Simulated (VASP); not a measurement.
Set up this calculation in VASP 6.6.1, as the native input.

* Task: single point
* Functional: PBE
* Potentials or basis: VASP PAW PBE potentials, release 64 (Be, S)
* Cutoff: 520 eV
* k mesh: 13 × 13 × 13
* Occupations: fermi-dirac, width 0.08 eV
* Spin: no spin polarisation
* Dipole correction: no
* Further INCAR settings: ALGO = Normal; EDIFF = 1e-06; NBANDS = 11

The structure of BeS (rocksalt type) lies in POSCAR:

```
BeS
1.0
    0.0000000000      2.2752257404      2.2752257404
    2.2752257404      0.0000000000      2.2752257404
    2.2752257404      2.2752257404      0.0000000000
Be S
1 1
Direct
    0.0000000000      0.0000000000      0.0000000000
    0.5000000000      0.5000000000      0.5000000000
```

This cell differs from its parent crystal: volume scaled by 0.95.

One way to write it, as run:

INCAR

```
PREC = Accurate
ENCUT = 520
EDIFF = 1E-6
ISMEAR = -1
SIGMA = 0.08
LREAL = False
LASPH = True
NELM = 60
ALGO = Normal
ISIF = 2
LWAVE = False
LCHARG = False
GGA = PE
NBANDS = 11
```

KPOINTS

```
Automatic mesh
0
Gamma
  13 13 13
```

Potentials or basis: VASP PAW PBE potentials, release 64 (Be, S).

Launch:

```sh
$ cat potpaw_PBE.64/Be/POTCAR potpaw_PBE.64/S/POTCAR > POTCAR
$ mpirun -np 1 vasp_std > vasp.out
```

Results of the run:

```
Pressure               : 6.0 GPa
Band gap on the k mesh : 1.04 eV, indirect (least direct gap 4.42 eV)
```

Run time: 12 s on 1 thread of Intel(R) Xeon(R) Platinum 8259CL CPU @ 2.50GHz (Skylake/Cascade Lake), on a shared host, peak memory 0.14 GiB.
